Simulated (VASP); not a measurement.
# Cu (Fm-3m) in VASP: a series of runs, part 2 of 2

VASP 6.6.1. The steps go on from the part before.

**4. Electric field gradients, PBEsol (volume scaled by 0.97)**

Input file INCAR:

```
  PREC = Accurate
  ENCUT = 520
  EDIFF = 1E-8
  ISMEAR = -1
  SIGMA = 0.08
  LREAL = F
  LASPH = T
  NELM = 100
  ALGO = Normal
  ISIF = 2
  LWAVE = F
  LCHARG = F
  GGA = PS
  LEFG = T
  NBANDS = 12
```

Input file KPOINTS:

```
Automatic mesh
0
Gamma
  19 19 19
```

Input file POSCAR:

```
Cu
1.0
    0.0000000000      1.7892411759      1.7892411759
    1.7892411759      0.0000000000      1.7892411759
    1.7892411759      1.7892411759      0.0000000000
Cu
1
Direct
    0.0000000000      0.0000000000      0.0000000000
```

Potentials or basis: VASP PAW PBE potentials, release 64 (Cu).

Command:

```bash
$ cat potpaw_PBE.64/Cu/POTCAR > POTCAR
$ mpirun -np 1 vasp_std > vasp.out
```

OUTCAR:

```text
PREC = Accurate
   ENCUT = 520
   EDIFF = 1E-8
   ISMEAR = -1
   LREAL = F
   LASPH = T
   NELM = 100
   ISIF = 2
   GGA = PS

 ion  position               nearest neighbor table
   1  0.000  0.000  0.000-

  LATTYP: Found a face centered cubic cell.
 ALAT       =     3.5784823518

  Lattice vectors:

 A1 = (   0.0000000000,   1.7892411759,   1.7892411759)
 A2 = (   1.7892411759,   0.0000000000,   1.7892411759)
 A3 = (   1.7892411759,   1.7892411759,   0.0000000000)

Analysis of symmetry for initial positions (statically):
=====================================================================
 Subroutine PRICEL returns:
 Original cell was already a primitive cell.

 Routine SETGRP: Setting up the symmetry group for a
 face centered cubic supercell.

 Subroutine GETGRP returns: Found 48 space group operations
[... 539 lines left out ...]
  external PRESSURE =     -14.0672179 kB  Pullay stress =       0.0000000 kB

 VOLUME and BASIS-vectors are now :
 -----------------------------------------------------------------------------
  energy-cutoff  :      520.00
  volume of cell :       11.46
      direct lattice vectors                 reciprocal lattice vectors
     0.000000000  1.789241176  1.789241176    -0.279448074  0.279448074  0.279448074
     1.789241176  0.000000000  1.789241176     0.279448074 -0.279448074  0.279448074
     1.789241176  1.789241176  0.000000000     0.279448074  0.279448074 -0.279448074

 POSITION                                       TOTAL-FORCE (eV/Angst)
 -----------------------------------------------------------------------------------
      0.00000      0.00000      0.00000        -0.000000      0.000000      0.000000
 -----------------------------------------------------------------------------------
    total drift:                               -0.000000     -0.000000     -0.000000

  FREE ENERGIE OF THE ION-ELECTRON SYSTEM (eV)
  ---------------------------------------------------
  free  energy   TOTEN  =        -4.3103537552 eV

  energy  without entropy=       -4.3032891034  energy(sigma->0) =       -4.30682143

 Electric field gradients (V/A^2)
---------------------------------------------------------------------
 ion       V_xx      V_yy      V_zz      V_xy      V_xz      V_yz
---------------------------------------------------------------------
   1       0.000    -0.000     0.000     0.002     0.002     0.002
---------------------------------------------------------------------

 Electric field gradients after diagonalization (V/A^2)
 (convention: |V_zz| > |V_xx| > |V_yy|)
----------------------------------------------------------------------
 ion       V_xx      V_yy      V_zz     asymmetry (V_yy - V_xx)/ V_zz
----------------------------------------------------------------------
   1      -0.002    -0.002     0.005       0.000
----------------------------------------------------------------------

           NMR quadrupolar parameters

 Cq : quadrupolar parameter    Cq=e*Q*V_zz/h
 eta: asymmetry parameters     (V_yy - V_xx)/ V_zz
 Q  : nuclear electric quadrupole moment in mb (millibarn)
----------------------------------------------------------------------
 ion       Cq(MHz)       eta       Q (mb)
----------------------------------------------------------------------
   1       0.000       0.000       1.000
----------------------------------------------------------------------
```

OSZICAR:

```text
N       E                     dE             d eps       ncg     rms          rms(c)
DAV:   1     0.404099066745E+02    0.40410E+02   -0.54226E+03  5968   0.154E+03
DAV:   2    -0.413811242785E+01   -0.44548E+02   -0.40947E+02  5428   0.203E+02
DAV:   3    -0.540125314139E+01   -0.12631E+01   -0.12523E+01  6116   0.395E+01
DAV:   4    -0.540868091474E+01   -0.74278E-02   -0.74268E-02  6060   0.264E+00
DAV:   5    -0.540874930487E+01   -0.68390E-04   -0.68389E-04  6276   0.259E-01    0.843E+00
DAV:   6    -0.475227613581E+01    0.65647E+00   -0.17226E+01  6296   0.792E+01    0.422E+00
DAV:   7    -0.432502140503E+01    0.42725E+00   -0.26312E+00  6276   0.308E+01    0.590E-01
DAV:   8    -0.431209955947E+01    0.12922E-01   -0.52425E-03  6120   0.110E+00    0.311E-01
DAV:   9    -0.431034500301E+01    0.17546E-02   -0.94838E-03  6512   0.166E+00    0.215E-02
DAV:  10    -0.431035267215E+01   -0.76691E-05   -0.29274E-05  7432   0.860E-02    0.612E-03
DAV:  11    -0.431035370860E+01   -0.10364E-05   -0.52900E-07  6584   0.130E-02    0.328E-04
DAV:  12    -0.431035372204E+01   -0.13442E-07   -0.96134E-09  4232   0.148E-03    0.795E-05
DAV:  13    -0.431035375228E+01   -0.30242E-07   -0.14555E-09  3708   0.507E-04    0.933E-06
DAV:  14    -0.431035375520E+01   -0.29195E-08   -0.19746E-10  3204   0.203E-04
   1 F= -.43103538E+01 E0= -.43068214E+01  d E =-.706465E-02
```

stdout:

```text
POSCAR found type information on POSCAR Cu
 POSCAR found :  1 types and       1 ions
 scaLAPACK will be used
 -----------------------------------------------------------------------------
|                                                                             |
|                                                                             |
|     You enforced a specific xc type in the INCAR file but a different       |
|     I HOPE YOU KNOW WHAT YOU ARE DOING!                                     |
|                                                                             |
 -----------------------------------------------------------------------------

 LDA part: xc-table for (Slater+PW92), standard interpolation
 POSCAR, INCAR and KPOINTS ok, starting setup
 FFT: planning ... GRIDC
 FFT: planning ... GRID_SOFT
 FFT: planning ... GRID
 WAVECAR not read
 entering main loop
ion   1
```

Run time: 24 s. Hardware: 1 thread of AMD EPYC 7R13 (Zen 3), shared host; peak memory 0.11 GiB.

Results:

```yaml
Free_energy: -4.3104 eV
Pressure: -1.4 GPa
```

Levels at points of the mesh, in eV from the Fermi level:
```tsv
k point	band 3	band 4	band 5	band 6	band 7	band 8	band 9	band 10
(0.00, 0.00, 0.00)	-3.16	-3.16	-2.29	-2.29	22.79	25.64	25.64	25.64
```

Caveat: without QUAD_EFG the Cq values of the log hold for a quadrupole moment of 1 mb, not for the nuclei; the PAW data sets were made with another functional, which shifts forces and pressure a little.
